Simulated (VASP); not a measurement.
**GaSb: single point with PBE**

GaSb:

```
CELL_PARAMETERS angstrom
0.00000 3.10692 3.10692
3.33994 0.00000 3.10692
3.33994 3.10692 0.00000
ATOMIC_POSITIONS crystal
Ga 0.00000 0.00000 0.00000
Sb 0.75000 0.75000 0.75000
```

This cell differs from its parent crystal: strain +0.0750 x Voigt [1, 0, 0, 0, 0, 0].

```
Program                : VASP 6.6.1
Task                   : single point
Functional             : PBE
Potentials or basis    : VASP PAW PBE potentials, release 64 (Ga_d, Sb)
Cutoff                 : 520 eV
k mesh                 : 16 × 16 × 16
Occupations            : gaussian, width 0.15 eV
Spin                   : no spin polarisation
Dipole correction      : no
Further INCAR settings : ALGO = Normal; EDIFF = 1e-07; NBANDS = 16
```

```yaml
Pressure: -2.7 GPa
Band_gap_on_the_k_mesh: zero (band 9 reaches 3.87 eV, above the bottom of band 10 at 3.86 eV)
```

Stress tensor (GPa, compression positive):
```
-4.75  0.00  0.00
 0.00 -1.62  0.00
 0.00  0.00 -1.62
```

Levels at points of the mesh, in eV from the Fermi level:
```tsv
k point	band 6	band 7	band 8	band 9	band 10	band 11	band 12	band 13
(0.00, 0.00, 0.00)	-10.83	-0.93	-0.40	0.01	0.01	2.63	2.63	2.84
(0.50, 0.00, 0.00)	-9.49	-5.95	-1.35	-0.84	0.00	3.52	3.77	6.41
(0.50, 0.50, 0.00)	-8.77	-6.33	-2.45	-2.39	0.71	1.21	7.59	7.65
(0.00, 0.50, 0.50)	-8.97	-6.61	-2.04	-2.04	1.21	1.60	7.71	7.71
```

Wall time 8.3 min on 1 thread of AMD EPYC 7R43 64-Core Processor (Zen 3), with other jobs on the host, peak memory 0.46 GiB.

Caveat: the cell differs from its parent crystal (strain +0.0750 x Voigt [1, 0, 0, 0, 0, 0]); spin-orbit coupling is left out, which moves the levels of the heavy elements.
